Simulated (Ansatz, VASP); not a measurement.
## Si2W: VASP beside Ansatz

```
W Si
1.0
    -1.60690    1.60690    3.91495
     1.60690   -1.60690    3.91495
     1.60690    1.60690   -3.91495
W Si
1 2
Direct
  0.00000 0.00000 0.00000
  0.66530 0.66530 0.00000
  0.33470 0.33470 0.00000
```

Alike in both runs: functional revPBE; k mesh 12 × 12 × 12; occupations fermi-dirac, width 0.05 eV; no spin polarisation.

|  | VASP | Ansatz |
| --- | --- | --- |
| version | VASP 6.6.1 | Ansatz 0.2.0 |
| potentials or method | VASP PAW PBE potentials, release 64 (W_sv, Si) | Ansatz PAW |
| plane-wave cutoff (eV) | 520 | 420 |
| valence electrons in the cell | 22 | 22 |
| task | single point | band structure |

```tsv
	VASP	Ansatz	Ansatz less VASP
gap on the k mesh at the Fermi level (eV)	none	none	-
pressure (GPa)	5.2	5.4	+0.18
traceless stress, the component that is largest in VASP (GPa)	0.39	0.49	+0.101
rms of the force components (eV/Å)	0.050	0.048	-0.0020
```

VASP's potentials were made for PBE, not for revPBE. Atom by atom the forces differ by 0.002 eV/Å (rms over components). A gap of «none» marks a metal or a gap that the smearing closes.

Spin-orbit coupling is off throughout.
